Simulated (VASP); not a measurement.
# TePt (P6_3/mmc) in VASP: notebook, part 2 of 2

VASP 6.6.1.

**4. Single point, r2SCAN (strain -0.080 along x and y, +0.000 along z)**

POSCAR reads:

```
TePt
1.0
    3.7821198268      0.0000000000      0.0000000000
   -1.8910599134      3.2754118502      0.0000000000
    0.0000000000      0.0000000000      5.4460000000
Te Pt
2 2
Direct
    0.3333333333      0.6666666667      0.2500000000
    0.6666666667      0.3333333333      0.7500000000
    0.0000000000      0.0000000000      0.0000000000
    0.0000000000      0.0000000000      0.5000000000
```

INCAR.step1 reads:

```
  ALGO = Normal
  EDIFF = 1E-5
  ENCUT = 550
  GGA = PE
  GGA_COMPAT = False
  ISMEAR = 0
  LASPH = True
  LCHARG = False
  LREAL = False
  LWAVE = True
  NBANDS = 24
  NELM = 120
  PREC = Accurate
  SIGMA = 0.15
```

INCAR.step2 reads:

```
  ALGO = Normal
  EDIFF = 1E-6
  ENCUT = 550
  GGA_COMPAT = False
  ISIF = 2
  ISMEAR = 0
  ISTART = 1
  LASPH = True
  LCHARG = True
  LELF = True
  LMIXTAU = True
  LREAL = False
  LVHAR = True
  LWAVE = False
  METAGGA = R2SCAN
  NBANDS = 24
  NELM = 120
  PREC = Accurate
  SIGMA = 0.15
```

KPOINTS reads:

```
k-points
0
Gamma
  12 12 10
```

Potentials or basis: VASP PAW PBE potentials, release 64 (Te, Pt).

On the command line:

```bash
> cat potpaw_PBE.64/Te/POTCAR potpaw_PBE.64/Pt/POTCAR > POTCAR
> cp INCAR.step1 INCAR
> mpirun -np 1 vasp_std > vasp.out
> cp INCAR.step2 INCAR
> mpirun -np 1 vasp_std > vasp.out
```

OUTCAR:

```text
EDIFF = 1E-6
   ENCUT = 550
   ISIF = 2
   ISMEAR = 0
   ISTART = 1
   LASPH = True
   LREAL = False
   METAGGA = R2SCAN
   NELM = 120
   PREC = Accurate

 ion  position               nearest neighbor table
   1  0.333  0.667  0.250-   3 2.57   4 2.57   3 2.57   4 2.57   3 2.57   4 2.57   2 3.49   2 3.49
                             2 3.49   2 3.49   2 3.49   2 3.49
   2  0.667  0.333  0.750-   3 2.57   4 2.57   3 2.57   4 2.57   3 2.57   4 2.57   1 3.49   1 3.49
                             1 3.49   1 3.49   1 3.49   1 3.49
   3  0.000  0.000  0.000-   1 2.57   2 2.57   2 2.57   1 2.57   2 2.57   1 2.57   4 2.72   4 2.72

   4  0.000  0.000  0.500-   1 2.57   2 2.57   2 2.57   1 2.57   2 2.57   1 2.57   3 2.72   3 2.72

  LATTYP: Found a hexagonal cell.
 ALAT       =     3.7821198268
 C/A-ratio  =     1.4399332251

  Lattice vectors:

 A1 = (   3.7821198268,   0.0000000000,   0.0000000000)
 A2 = (  -1.8910599134,   3.2754118502,   0.0000000000)
 A3 = (   0.0000000000,   0.0000000000,   5.4460000000)

Analysis of symmetry for initial positions (statically):
[... 178 lines left out ...]
  energy without entropy =     -151.38224771  energy(sigma->0) =     -151.39257842

 E-fermi :  14.2351     XC(G=0): -13.3384

 val. band max:       14.2150074570   @ k =   0.0833  -0.0000   0.0000
 cond. band min:      14.2573204600   @ k =   0.4167   0.0833   0.3000
 fundamental gap:      0.0423130029
 Fermi energy:        14.2350867532

 k-point     1 :       0.0000    0.0000    0.0000
  band No.  band energies     occupation
      1      -3.2201      2.00000
      2       0.8227      2.00000
      3       3.6565      2.00000
      4       5.5269      2.00000
      5       5.5269      2.00000
      6       6.4249      2.00000
[... 637 lines left out ...]
     23      21.9957      0.00000
     24      23.3489      0.00000

 [... further k-points ...]

------------------------ aborting loop because EDIFF is reached ----------------------------------------

  FORCE on cell =-STRESS in cart. coord.  units (eV):
  Direction    XX          YY          ZZ          XY          YZ          ZX
  --------------------------------------------------------------------------------------
  -------------------------------------------------------------------------------------
  Total       28.4211666     28.4211666     24.7983764      0.0000000     -0.0000000      0.0000000
  in kB      674.9531760    674.9531760    588.9182219      0.0000000     -0.0000000      0.0000000
  external PRESSURE =     646.2748580 kB  Pullay stress =       0.0000000 kB

 VOLUME and BASIS-vectors are now :
 -----------------------------------------------------------------------------
  energy-cutoff  :      550.00
  volume of cell :       67.47
      direct lattice vectors                 reciprocal lattice vectors
     3.782119827  0.000000000  0.000000000     0.264401988  0.152652559  0.000000000
    -1.891059913  3.275411850  0.000000000     0.000000000  0.305305118  0.000000000
     0.000000000  0.000000000  5.446000000     0.000000000  0.000000000  0.183621006

 POSITION                                       TOTAL-FORCE (eV/Angst)
 -----------------------------------------------------------------------------------
     -0.00000      2.18361      1.36150         0.000000      0.000000      0.000000
      1.89106      1.09180      4.08450        -0.000000     -0.000000      0.000000
      0.00000      0.00000      0.00000         0.000000     -0.000000      0.000000
      0.00000      0.00000      2.72300         0.000000     -0.000000      0.000000
 -----------------------------------------------------------------------------------
    total drift:                               -0.000000      0.000000     -0.000000

  FREE ENERGIE OF THE ION-ELECTRON SYSTEM (eV)
  ---------------------------------------------------
  free  energy   TOTEN  =      -151.4029091325 eV

  energy  without entropy=     -151.3822477119  energy(sigma->0) =     -151.39257842
```

OSZICAR.step1:

```text
N       E                     dE             d eps       ncg     rms          rms(c)
DAV:   1     0.189089595878E+03    0.18909E+03   -0.15086E+04  5480   0.127E+03
DAV:   2    -0.904973870125E+01   -0.19814E+03   -0.18521E+03  6568   0.258E+02
DAV:   3    -0.161198117863E+02   -0.70701E+01   -0.69490E+01  6744   0.473E+01
DAV:   4    -0.161979006907E+02   -0.78089E-01   -0.78054E-01  6368   0.555E+00
DAV:   5    -0.161993182750E+02   -0.14176E-02   -0.14175E-02  6904   0.734E-01    0.347E+01
DAV:   6    -0.158849251357E+02    0.31439E+00   -0.56442E-01  6104   0.632E+00    0.209E+01
DAV:   7    -0.157845544754E+02    0.10037E+00   -0.82274E-02  5896   0.202E+00    0.139E+00
DAV:   8    -0.157796690587E+02    0.48854E-02   -0.14955E-02  6424   0.111E+00    0.357E-01
DAV:   9    -0.157799335521E+02   -0.26449E-03   -0.13094E-03  6552   0.208E-01    0.252E-01
DAV:  10    -0.157799791222E+02   -0.45570E-04   -0.22050E-04  6168   0.102E-01    0.792E-02
DAV:  11    -0.157799721233E+02    0.69989E-05   -0.12653E-05  4456   0.251E-02
   1 F= -.15779972E+02 E0= -.15769429E+02  d E =-.210870E-01
```

Wall time 7.9 min (1 thread of Oxide Virtual Turin-like, shared host); peak memory 0.29 GiB.

Results:

| Property | Result |
| --- | --- |
| Free energy | -151.4029 eV |
| Pressure | 64.6 GPa |
| Band gap on the k mesh | zero (bands 16 and 17 overlap by 1.58 eV) |

Stress tensor (GPa, compression positive):
```
67.50  0.00  0.00
 0.00 67.50  0.00
 0.00  0.00 58.89
```

Caveat: the cell differs from its parent crystal (strain -0.080 along x and y, +0.000 along z); the stress differs along the axes, from 59 to 67 GPa; the PAW data sets were made with another functional, which shifts forces and pressure a little; spin-orbit coupling is left out, which moves the levels of the heavy elements.

**5. Single point, r2SCAN (strain -0.040 along x and y, -0.080 along z)**

POSCAR reads:

```
TePt
1.0
    3.9465598192      0.0000000000      0.0000000000
   -1.9732799096      3.4178210610      0.0000000000
    0.0000000000      0.0000000000      5.0103200000
Te Pt
2 2
Direct
    0.3333333333      0.6666666667      0.2500000000
    0.6666666667      0.3333333333      0.7500000000
    0.0000000000      0.0000000000      0.0000000000
    0.0000000000      0.0000000000      0.5000000000
```

INCAR.step1 reads:

```
PREC     = Accurate       # precision mode
ENCUT    = 550            # plane-wave cutoff, eV
ISMEAR   = 0              # smearing method
SIGMA    = 0.15           # smearing width, eV
LREAL    = False          # projectors in reciprocal space
LASPH    = True           # aspherical terms in the spheres
NELM     = 120            # most SCF steps
NBANDS   = 24             # bands
GGA      = PE             # functional
ALGO     = Normal         # electronic algorithm
EDIFF    = 1E-5           # SCF threshold, eV
LWAVE    = True           # write WAVECAR
LCHARG   = False          # write CHGCAR
GGA_COMPAT= False
```

INCAR.step2 reads:

```
PREC     = Accurate       # precision mode
ENCUT    = 550            # plane-wave cutoff, eV
EDIFF    = 1E-6           # SCF threshold, eV
ISMEAR   = 0              # smearing method
SIGMA    = 0.15           # smearing width, eV
LREAL    = False          # projectors in reciprocal space
LASPH    = True           # aspherical terms in the spheres
NELM     = 120            # most SCF steps
ALGO     = Normal         # electronic algorithm
ISIF     = 2              # what is computed and relaxed
LWAVE    = False          # write WAVECAR
LCHARG   = True           # write CHGCAR
METAGGA  = R2SCAN         # meta-GGA
LMIXTAU  = True         
LELF     = True           # ELF
LVHAR    = True         
NBANDS   = 24             # bands
ISTART   = 1            
GGA_COMPAT= False
```

KPOINTS reads:

```
regular mesh
0
Gamma
  12 12 10
```

On the command line:

```bash
> cat potpaw_PBE.64/Te/POTCAR potpaw_PBE.64/Pt/POTCAR > POTCAR
> cp INCAR.step1 INCAR
> mpirun -np 1 vasp_std > vasp.out
> cp INCAR.step2 INCAR
> mpirun -np 1 vasp_std > vasp.out
```

It took 15 min on 1 thread of Oxide Virtual Turin-like, shared host; peak memory 0.29 GiB.

It converged, with:

| Item | Value |
| --- | --- |
| Free energy | -151.3965 eV |
| Pressure | 65.6 GPa |
| Band gap on the k mesh | zero (bands 16 and 17 overlap by 1.82 eV) |

Stress tensor (GPa, compression positive):
```
60.12  0.00  0.00
 0.00 60.12  0.00
 0.00  0.00 76.55
```

Levels at points of the mesh, in eV from the Fermi level:
```tsv
k point	band 13	band 14	band 15	band 16	band 17	band 18	band 19	band 20
(0.00, 0.00, 0.00)	-2.53	-2.53	0.30	0.89	1.27	2.87	2.87	3.84
(0.50, 0.00, 0.00)	-3.94	-3.02	-2.77	-1.63	2.12	3.48	3.74	3.89
(0.00, 0.00, 0.50)	-3.03	-3.03	1.24	1.24	1.24	1.24	4.75	4.75
(0.50, 0.00, 0.50)	-4.65	-4.65	-1.10	-1.10	0.93	0.93	3.29	3.29
```

Caveat: the cell differs from its parent crystal (strain -0.040 along x and y, -0.080 along z); the stress differs along the axes, from 60 to 77 GPa; the PAW data sets were made with another functional, which shifts forces and pressure a little; spin-orbit coupling is left out, which moves the levels of the heavy elements.

**6. Overview**

```tsv
cell	gap on the mesh (eV)	pressure (GPa)
a = 3.782, b = 3.782, c = 5.010 Å, angles 90.0, 90.0, 120.0°, 4 atoms	none	105.5
a = 3.782, b = 3.782, c = 5.228 Å, angles 90.0, 90.0, 120.0°, 4 atoms	none	82.7
a = 3.782, b = 3.782, c = 5.446 Å, angles 90.0, 90.0, 120.0°, 4 atoms	none	64.6
a = 3.947, b = 3.947, c = 5.010 Å, angles 90.0, 90.0, 120.0°, 4 atoms	none	65.6
```

Alike in all rows: task single point; level r2SCAN; potentials or basis VASP PAW PBE potentials, release 64 (Te, Pt); no spin polarisation; k mesh 12 × 12 × 10; cutoff (eV) 550; smearing gaussian 0.15 eV.

Caveats: the PAW data sets were made with another functional, which shifts forces and pressure a little; spin-orbit coupling is left out, which moves the levels of the heavy elements; the stress differs along the axes, from 103 to 111 GPa (at least some runs); the cell stands under pressure (at least some runs); the stress differs along the axes, from 59 to 67 GPa (at least some runs); the stress differs along the axes, from 60 to 77 GPa (at least some runs).

Absolute energies hang on the potentials; compare differences alone.

The gap in the log of VASP goes by the Fermi energy; the results here count the filled bands.